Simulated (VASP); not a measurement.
Here is a VASP 6.6.1 calculation.

File INCAR:

```
SYSTEM = CaBe
  PREC = Accurate
  ENCUT = 520
  EDIFF = 1E-7
  ISMEAR = 0
  SIGMA = 0.1
  LREAL = .False.
  LASPH = .True.
  NELM = 80
  ALGO = Fast
  ISIF = 2
  LWAVE = .False.
  LCHARG = .True.
  GGA = PS
  LELF = .True.
  LVHAR = .True.
  NBANDS = 13
```

KPOINTS

```
Automatic mesh
0
Gamma
  8 16 16
  0 0 0
```

Contents of POSCAR:

```
CaBe
1.0
    3.4540112757      0.0000000000      0.0000000000
    0.0000000000      2.4711218617      2.4712629357
    0.0000000000     -2.4711218617      2.4712629357
Ca Be
1 1
Direct
    0.5000000000      0.7500000389      0.7500000389
    0.0000000000      0.2499999611      0.2499999611
```

Potentials or basis: VASP PAW PBE potentials, release 64 (Ca_sv, Be).

Command:

```console
$ cat potpaw_PBE.64/Ca_sv/POTCAR potpaw_PBE.64/Be/POTCAR > POTCAR
$ mpirun -np 1 vasp_std > vasp.out
```

Question: Predict the pressure.

Answer: 0.1 GPa.

Question: Estimate the band gap on the k mesh.

Answer: Zero (band 6 reaches 4.47 eV, above the bottom of band 7 at 2.05 eV).

Caveat: the PAW data sets were made with another functional, which shifts forces and pressure a little.
